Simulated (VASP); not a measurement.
# Cu (Fm-3m) in VASP: further runs, part 2 of 2

VASP 6.6.1. Earlier steps stand in the parts before.

### Step 5. Single point, PBEsol (10.85 Å³/atom)

This run uses another cell than the first one, of 10.85 Å³/atom.

Input file INCAR:

```
PREC = Accurate
ENCUT = 520
EDIFF = 1E-6
ISMEAR = -1
SIGMA = 0.1
LREAL = False
LASPH = True
NELM = 100
ALGO = Normal
ISIF = 2
LWAVE = False
LCHARG = True
GGA = PS
LELF = True
LVHAR = True
NBANDS = 12
```

Input file KPOINTS:

```
regular mesh
0
Gamma
  25 25 25
```

Input file POSCAR:

```
Cu
1.0
    0.0000000000      1.7573221069      1.7573221069
    1.7573221069      0.0000000000      1.7573221069
    1.7573221069      1.7573221069      0.0000000000
Cu
1
Direct
    0.0000000000      0.0000000000      0.0000000000
```

Potentials or basis: VASP PAW PBE potentials, release 64 (Cu).

Command:

```bash
$ cat potpaw_PBE.64/Cu/POTCAR > POTCAR
$ mpirun -np 1 vasp_std > vasp.out
```

OUTCAR:

```text
PREC = Accurate
   ENCUT = 520
   EDIFF = 1E-6
   ISMEAR = -1
   LREAL = False
   LASPH = True
   NELM = 100
   ISIF = 2
   GGA = PS

 ion  position               nearest neighbor table
   1  0.000  0.000  0.000-

  LATTYP: Found a face centered cubic cell.
 ALAT       =     3.5146442138

  Lattice vectors:

 A1 = (   0.0000000000,   1.7573221069,   1.7573221069)
 A2 = (   1.7573221069,   0.0000000000,   1.7573221069)
 A3 = (   1.7573221069,   1.7573221069,   0.0000000000)

Analysis of symmetry for initial positions (statically):
=====================================================================
 Subroutine PRICEL returns:
 Original cell was already a primitive cell.

 Routine SETGRP: Setting up the symmetry group for a
 face centered cubic supercell.

 Subroutine GETGRP returns: Found 48 space group operations
 (whereof 48 operations were pure point group operations)
 out of a pool of 48 trial point group operations.

The static configuration has the point symmetry O_h .

[... 165 lines left out ...]
  band No.  band energies     occupation
      1      -1.5626      2.00000
      2       5.1879      2.00000
      3       5.1879      2.00000
      4       5.1879      2.00000
      5       6.1358      2.00000
      6       6.1358      2.00000
      7      31.7464      0.00000
      8      35.0274      0.00000
      9      35.0274      0.00000
     10      35.0274      0.00000
     11      37.6022      0.00000
     12      37.6022      0.00000
[... 331 lines left out ...]
 k-point    24 :       0.4400    0.0400    0.0000
  band No.  band energies     occupation
      1       2.8069      2.00000
      2       5.1528      2.00000
      3       5.2039      2.00000
      4       6.0964      2.00000
      5       6.7465      2.00000
      6       7.0237      2.00000
      7      14.0114      0.00000
      8      30.0145      0.00000
      9      30.9118      0.00000
     10      31.8589      0.00000
     11      35.3990      0.00000
     12      36.0823      0.00000

 [... further k-points ...]

------------------------ aborting loop because EDIFF is reached ----------------------------------------

  FORCE on cell =-STRESS in cart. coord.  units (eV):
  Direction    XX          YY          ZZ          XY          YZ          ZX
  --------------------------------------------------------------------------------------
  -------------------------------------------------------------------------------------
  Total        0.5742592      0.5742592      0.5742592     -0.0000000      0.0000000     -0.0000000
  in kB       84.7684881     84.7684881     84.7684881     -0.0000000      0.0000000     -0.0000000
  external PRESSURE =      84.7684881 kB  Pullay stress =       0.0000000 kB

 VOLUME and BASIS-vectors are now :
 -----------------------------------------------------------------------------
  energy-cutoff  :      520.00
  volume of cell :       10.85
      direct lattice vectors                 reciprocal lattice vectors
     0.000000000  1.757322107  1.757322107    -0.284523821  0.284523821  0.284523821
     1.757322107  0.000000000  1.757322107     0.284523821 -0.284523821  0.284523821
     1.757322107  1.757322107  0.000000000     0.284523821  0.284523821 -0.284523821

 POSITION                                       TOTAL-FORCE (eV/Angst)
 -----------------------------------------------------------------------------------
      0.00000      0.00000      0.00000         0.000000      0.000000     -0.000000
 -----------------------------------------------------------------------------------
    total drift:                                0.000000     -0.000000     -0.000000

  FREE ENERGIE OF THE ION-ELECTRON SYSTEM (eV)
  ---------------------------------------------------
  free  energy   TOTEN  =        -4.2998625957 eV

  energy  without entropy=       -4.2897727362  energy(sigma->0) =       -4.29481767
```

stdout:

```text
POSCAR found type information on POSCAR Cu
 POSCAR found :  1 types and       1 ions
 scaLAPACK will be used
 -----------------------------------------------------------------------------
|                                                                             |
|                                                                             |
|     You enforced a specific xc type in the INCAR file but a different       |
|     I HOPE YOU KNOW WHAT YOU ARE DOING!                                     |
|                                                                             |
 -----------------------------------------------------------------------------

 LDA part: xc-table for (Slater+PW92), standard interpolation
 POSCAR, INCAR and KPOINTS ok, starting setup
 FFT: planning ... GRIDC
 FFT: planning ... GRID_SOFT
 FFT: planning ... GRID
 WAVECAR not read
 entering main loop
```

It took 58 s on 1 thread of Intel Xeon 8259CL, shared host; peak memory 0.17 GiB.

What came out:

```
Free energy            : -4.2999 eV
Pressure               : 8.5 GPa
Band gap on the k mesh : zero (an odd number of electrons rules out a gap without spin polarisation)
```

Levels at points of the mesh, in eV from the Fermi level:
```csv
k point,band 2,band 3,band 4,band 5,band 6,band 7,band 8,band 9,band 10,band 11
"(0.00, 0.00, 0.00)",-3.33,-3.33,-3.33,-2.38,-2.38,23.23,26.51,26.51,26.51,29.08
```

Caveat: the cell stands under pressure; the PAW data sets were made with another functional, which shifts forces and pressure a little.

### Step 6. Single point, PBEsol

Input file INCAR:

```
PREC     = Accurate       # precision mode
ENCUT    = 520            # plane-wave cutoff, eV
EDIFF    = 1E-6           # SCF threshold, eV
ISMEAR   = -1             # smearing method
SIGMA    = 0.1            # smearing width, eV
LREAL    = False          # projectors in reciprocal space
LASPH    = True           # aspherical terms in the spheres
NELM     = 80             # most SCF steps
ALGO     = Normal         # electronic algorithm
ISIF     = 2              # what is computed and relaxed
LWAVE    = False          # write WAVECAR
LCHARG   = False          # write CHGCAR
GGA      = PS             # functional
NBANDS   = 12             # bands
```

KPOINTS is that of step 5.

Input file POSCAR:

```
Cu
1.0
    0.0000000000      1.7813980043      1.7813980043
    1.7813980043      0.0000000000      1.7813980043
    1.7813980043      1.7813980043      0.0000000000
Cu
1
Direct
    0.0000000000      0.0000000000      0.0000000000
```

Potentials or basis: VASP PAW PBE potentials, release 64 (Cu).

Command:

```bash
$ cat potpaw_PBE.64/Cu/POTCAR > POTCAR
$ mpirun -np 1 vasp_std > vasp.out
```

It took 69 s on 1 thread of Intel Xeon 8259CL, shared host; peak memory 0.17 GiB.

The run converged. Its results:

- Free energy: -4.3129 eV
- Pressure: 0.8 GPa
- Band gap on the k mesh: zero (an odd number of electrons rules out a gap without spin polarisation)

Levels at points of the mesh, in eV from the Fermi level:
```
           k point  band 2  band 3  band 4  band 5  band 6  band 7  band 8  band 9  band 10  band 11
(0.00, 0.00, 0.00)   -3.18   -3.18   -3.18   -2.29   -2.29   22.92   25.87   25.87    25.87    28.39
```

Caveat: the PAW data sets were made with another functional, which shifts forces and pressure a little.

### Step 7. Summary

```csv
cell,k mesh,gap on the mesh (eV),pressure (GPa)
"a = 2.519 Å, angles 60.0°, 1 atom",15 × 15 × 15,none,0.8
"a = 2.414 Å, angles 60.0°, 1 atom",25 × 25 × 25,none,30.5
"a = 2.450 Å, angles 60.0°, 1 atom",25 × 25 × 25,none,18.2
"a = 2.485 Å, angles 60.0°, 1 atom",25 × 25 × 25,none,8.5
"a = 2.519 Å, angles 60.0°, 1 atom",25 × 25 × 25,none,0.8
```

Alike in all rows: task single point; level PBEsol; potentials or basis VASP PAW PBE potentials, release 64 (Cu); no spin polarisation; cutoff (eV) 520; smearing fermi-dirac 0.1 eV.

Caveats: the PAW data sets were made with another functional, which shifts forces and pressure a little; the cell stands under pressure (at least some runs).

Total energies depend on the potentials used, so only differences within one code and one set of settings carry meaning.
